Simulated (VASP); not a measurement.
Set up this calculation in VASP 6.6.1, as the native input.

* Task: single point
* Functional: r2SCAN
* Potentials or basis: VASP PAW PBE potentials, release 64 (Zr_sv)
* Cutoff: 520 eV
* k mesh: 15 × 15 × 9
* Occupations: gaussian, width 0.1 eV
* Spin: no spin polarisation
* Dipole correction: no
* Further INCAR settings: ALGO = Normal; EDIFF = 1e-06; NBANDS = 19

Zr:

```
CELL_PARAMETERS angstrom
3.23200 0.00000 0.00000
-1.61600 2.79899 0.00000
0.00000 0.00000 5.14700
ATOMIC_POSITIONS crystal
Zr 0.33333 0.66667 0.25000
Zr 0.66667 0.33333 0.75000
```

The input as run:

POSCAR

```
Zr
1.0
    3.2320000000      0.0000000000      0.0000000000
   -1.6160000000      2.7989940000      0.0000000000
    0.0000000000      0.0000000000      5.1470000000
Zr
2
Direct
    0.3333333333      0.6666666667      0.2500000000
    0.6666666667      0.3333333333      0.7500000000
```

INCAR.step1

```
  PREC = Accurate
  ENCUT = 520
  ISMEAR = 0
  SIGMA = 0.1
  LREAL = F
  LASPH = T
  NELM = 80
  NBANDS = 19
  GGA = PE
  ALGO = Normal
  EDIFF = 1E-4
  LWAVE = T
  LCHARG = F
```

INCAR.step2

```
  PREC = Accurate
  ENCUT = 520
  EDIFF = 1E-6
  ISMEAR = 0
  SIGMA = 0.1
  LREAL = F
  LASPH = T
  NELM = 80
  ALGO = Normal
  ISIF = 2
  LWAVE = F
  LCHARG = T
  METAGGA = R2SCAN
  LMIXTAU = T
  LELF = T
  LVHAR = T
  NBANDS = 19
  ISTART = 1
```

KPOINTS

```
regular mesh
0
Gamma
  15 15 9
```

Potentials or basis: VASP PAW PBE potentials, release 64 (Zr_sv).

Command:

```sh
$ cat potpaw_PBE.64/Zr_sv/POTCAR > POTCAR
$ cp INCAR.step1 INCAR
$ mpirun -np 1 vasp_std > vasp.out
$ cp INCAR.step2 INCAR
$ mpirun -np 1 vasp_std > vasp.out
```

Results of the run:

| Property | Result |
| --- | --- |
| Pressure | 0.8 GPa |
| Band gap on the k mesh | zero (bands 12 and 13 overlap by 1.29 eV) |

Caveat: the PAW data sets were made with another functional, which shifts forces and pressure a little.

Wall time 120 s on 1 thread of Intel(R) Xeon(R) 6975P-C (Granite Rapids), on a shared host, peak memory 0.23 GiB.
